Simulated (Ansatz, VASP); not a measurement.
## Two plane-wave programs on ZnS

```
Zn S
1.0
     3.83753    0.00000    0.00000
    -1.91877    3.32340    0.00000
     0.00000    0.00000    6.14810
Zn S
2 2
Direct
  0.33333 0.66667 0.50000
  0.66667 0.33333 0.00000
  0.66667 0.33333 0.37901
  0.33333 0.66667 0.87901
```

Alike in both runs: task relaxation of cell and atoms; functional PBEsol; k mesh 9 × 9 × 6; occupations gaussian, width 0.02 eV; no spin polarisation.

|  | VASP | Ansatz |
| --- | --- | --- |
| version | VASP 6.6.1 | Ansatz 0.2.0 |
| potentials or method | VASP PAW PBE potentials, release 64 (Zn, S), cutoff 600 eV | scalar-relativistic, plane waves, PAW |
| valence electrons in the cell | 36 | 36 |

|  | VASP | Ansatz | Ansatz less VASP |
| --- | --- | --- | --- |
| gap on the k mesh at the Fermi level, each at its own relaxed structure (eV) | 2.15 | 2.16 | +0.003 |
| relaxed volume (Å³/atom) | 19.27 | 19.22 | -0.052 |
| relaxed length of the cell vector where the two differ most in proportion (Å) | 3.786 | 3.781 | -0.0042 |

VASP's potentials were made for PBE, not for PBEsol.
